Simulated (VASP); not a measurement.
A run of VASP 6.6.1:

File POSCAR:

```
TiO
1.0
    4.9267509297      0.0000000000      0.0000000000
   -2.4633754649      4.2666914632      0.0000000000
    0.0000000000      0.0000000000      2.9389062948
Ti O
3 3
Direct
    0.6666666667      0.3333333333      0.5000000000
    0.3333333333      0.6666666667      0.5000000000
    0.0000000000      0.0000000000      0.0000000000
    0.6073329934      0.6073329934      0.0000000000
    0.3926670066      0.0000000000      0.0000000000
    0.0000000000      0.3926670066      0.0000000000
```

Contents of INCAR.step1:

```
PREC = Accurate
ENCUT = 520
ISMEAR = 0
SIGMA = 0.1
LREAL = F
LASPH = T
NELM = 150
LMAXMIX = 4
LDAU = T
LDAUTYPE = 2
LDAUL = 2 -1
LDAUU = 4 0
LDAUJ = 0 0
NBANDS = 36
GGA = PE
ALGO = Normal
EDIFF = 1E-4
LWAVE = T
LCHARG = F
```

File INCAR.step2:

```
PREC = Accurate
ENCUT = 520
EDIFF = 1E-7
ISMEAR = 0
SIGMA = 0.1
LREAL = F
LASPH = T
NELM = 150
ALGO = Normal
ISIF = 2
LWAVE = F
LCHARG = F
LMAXMIX = 4
LDAU = T
LDAUTYPE = 2
LDAUL = 2 -1
LDAUU = 4 0
LDAUJ = 0 0
LDAUPRINT = 1
METAGGA = R2SCAN
LMIXTAU = T
NBANDS = 36
ISTART = 1
```

KPOINTS

```
regular mesh
0
Gamma
  12 12 12
```

Potentials or basis: VASP PAW PBE potentials, release 64 (Ti_sv, O).

Run with:

```console
$ cat potpaw_PBE.64/Ti_sv/POTCAR potpaw_PBE.64/O/POTCAR > POTCAR
$ cp INCAR.step1 INCAR
$ mpirun -np 1 vasp_std > vasp.out
$ cp INCAR.step2 INCAR
$ mpirun -np 1 vasp_std > vasp.out
```

Hardware: 1 thread of Oxide Virtual Turin-like Processor (shared host).

**Question.** Estimate the wall time of this run.

**Answer.** Run time: 54 min on 1 thread of Oxide Virtual Turin-like Processor (shared host), peak memory 0.33 GiB. Counts: k points 133.
